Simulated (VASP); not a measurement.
Al2O3: single point with r2SCAN

Crystal: Al2O3.

```
CELL_PARAMETERS angstrom
4.67524 0.00000 0.00000
0.00000 9.51271 0.00000
0.00000 0.00000 2.99543
ATOMIC_POSITIONS crystal
Al 0.41496 0.33080 0.50000
Al 0.58504 0.66920 0.50000
Al 0.91496 0.16920 0.00000
Al 0.08504 0.83080 0.00000
O 0.73265 0.22260 0.50000
O 0.00000 0.00000 0.00000
O 0.76735 0.72260 0.00000
O 0.23265 0.27740 0.00000
O 0.26735 0.77740 0.50000
O 0.50000 0.50000 0.50000
```

This cell differs from its parent crystal: strain +0.0100 x Voigt [1, -1, 0, 0, 0, 0].

```yaml
Program: VASP 6.6.1
Task: single point
Functional: r2SCAN
Potentials_or_basis: VASP PAW PBE potentials, release 64 (Al, O)
Cutoff: 520 eV
k_mesh: 6 × 4 × 8
Occupations: gaussian, width 0.05 eV
Spin: no spin polarisation
Dipole_correction: no
Further_INCAR_settings: ALGO = Normal; EDIFF = 1e-06; NBANDS = 35
```

```yaml
Pressure: 0.7 GPa
Largest_force: 0.578 eV/Å
Band_gap_on_the_k_mesh: 4.22 eV
```

Forces in eV/Å, atoms in the order of the input:
```
Al  -0.086 -0.571  0.000
Al   0.086  0.571  0.000
Al  -0.086  0.571  0.000
Al   0.086 -0.571  0.000
O   -0.029  0.030  0.000
O    0.000  0.000  0.000
O    0.029  0.030  0.000
O   -0.029 -0.030  0.000
O    0.029 -0.030  0.000
O    0.000  0.000  0.000
```

Stress tensor (GPa, compression positive):
```
-1.23  0.00  0.00
 0.00  4.15  0.00
 0.00  0.00 -0.92
```

Levels at points of the mesh, in eV from the valence-band top:
```csv
k point,band 21,band 22,band 23,band 24,band 25,band 26,band 27,band 28
"(0.00, 0.00, 0.00)",-1.33,-0.51,-0.06,0.00,4.22,6.08,7.04,7.33
"(0.50, 0.00, 0.00)",-1.02,-1.02,-0.03,-0.03,6.72,6.72,7.58,7.58
"(0.00, 0.50, 0.00)",-0.86,-0.86,-0.03,-0.03,4.93,4.93,7.57,7.57
"(0.50, 0.50, 0.00)",-0.93,-0.93,-0.03,-0.03,6.82,6.82,7.15,7.15
"(0.00, 0.00, 0.50)",-1.48,-1.48,-0.73,-0.73,7.87,7.87,8.35,8.35
"(0.50, 0.00, 0.50)",-1.61,-1.61,-0.73,-0.73,7.86,7.86,9.15,9.15
"(0.00, 0.50, 0.50)",-1.63,-1.63,-0.62,-0.62,7.70,7.70,8.73,8.73
"(0.50, 0.50, 0.50)",-1.57,-1.57,-0.82,-0.82,8.01,8.01,9.04,9.04
```

Run time: 5.9 min on 1 thread of Intel(R) Xeon(R) 6975P-C (Granite Rapids), on a shared host, peak memory 0.37 GiB.

Caveat: the cell differs from its parent crystal (strain +0.0100 x Voigt [1, -1, 0, 0, 0, 0]); the PAW data sets were made with another functional, which shifts forces and pressure a little. A k mesh can miss the band edges.
